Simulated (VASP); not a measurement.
# CaO: single point with r2SCAN

Crystal: CaO.

```xyz
2
Lattice="0.0000 2.6067 2.6067 2.6067 0.0000 2.6067 2.6067 2.6067 0.0000" Properties=species:S:1:pos:R:3 pbc="T T T"
Ca    0.0000    0.0000    0.0000
O     1.3034    1.3034    1.3034
```

```
Program                : VASP 6.6.1
Task                   : single point
Functional             : r2SCAN
Potentials or basis    : VASP PAW PBE potentials, release 64 (Ca_sv, O)
Cutoff                 : 660 eV
k mesh                 : 4 × 4 × 4
Occupations            : gaussian, width 0.01 eV
Spin                   : no spin polarisation
Dipole correction      : no
Further INCAR settings : ALGO = Normal; EDIFF = 1e-06; NBANDS = 15
```

The pressure is 0.7 GPa. The band gap on the k mesh is 3.73 eV, indirect (least direct gap 4.36 eV).

Levels at points of the mesh, in eV from the valence-band top:
| k point | band 6 | band 7 | band 8 | band 9 | band 10 | band 11 |
| --- | --- | --- | --- | --- | --- | --- |
| (0.00, 0.00, 0.00) | -0.62 | -0.62 | -0.62 | 3.73 | 8.66 | 8.66 |
| (0.50, 0.00, 0.00) | -0.99 | -0.36 | -0.36 | 6.59 | 8.54 | 8.54 |
| (0.50, 0.50, 0.00) | -1.42 | 0.00 | 0.00 | 5.34 | 7.22 | 9.74 |

Run time: 81 s on 1 thread of Intel Xeon 8259CL, on a shared host, peak memory 0.19 GiB.

Caveat: the k points lie up to 0.52 Å⁻¹ apart; the PAW data sets were made with another functional, which shifts forces and pressure a little. A k mesh can miss the band edges.
